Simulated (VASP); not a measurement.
The system is BAs.

```
B As
1.0
     0.00000    2.38850    2.38850
     2.38850    0.00000    2.38850
     2.38850    2.38850    0.00000
B As
1 1
Direct
  0.00000 0.00000 0.00000
  0.25000 0.25000 0.25000
```

Base run:

| Property | Result |
| --- | --- |
| Program | VASP 6.6.1 |
| Functional | LDA |
| Potentials or basis | VASP PAW LDA potentials, release 64 (B, As) |
| Cutoff | 520 eV |
| k mesh | 8 × 8 × 8 |
| Occupations | gaussian, width 0.01 eV |
| Spin | no spin polarisation |

Its results: band gap on the k mesh 1.14 eV, indirect (least direct gap 3.25 eV); pressure -3.1 GPa.

After a change of settings the same cell gave: band gap on the k mesh 1.16 eV, indirect (least direct gap 3.20 eV); pressure -0.9 GPa. Which change was it?
A. k mesh from 8 × 8 × 8 to 3 × 3 × 3; further incar settings from ALGO = Normal; EDIFF = 1e-06; NBANDS = 11 to ALGO = Normal; EDIFF = 1e-07; NBANDS = 11
B. k mesh from 8 × 8 × 8 to 10 × 10 × 10
C. k mesh from 8 × 8 × 8 to 5 × 5 × 5
D. k mesh from 8 × 8 × 8 to 6 × 6 × 6

A.

Caveats: some runs use coarse meshes.
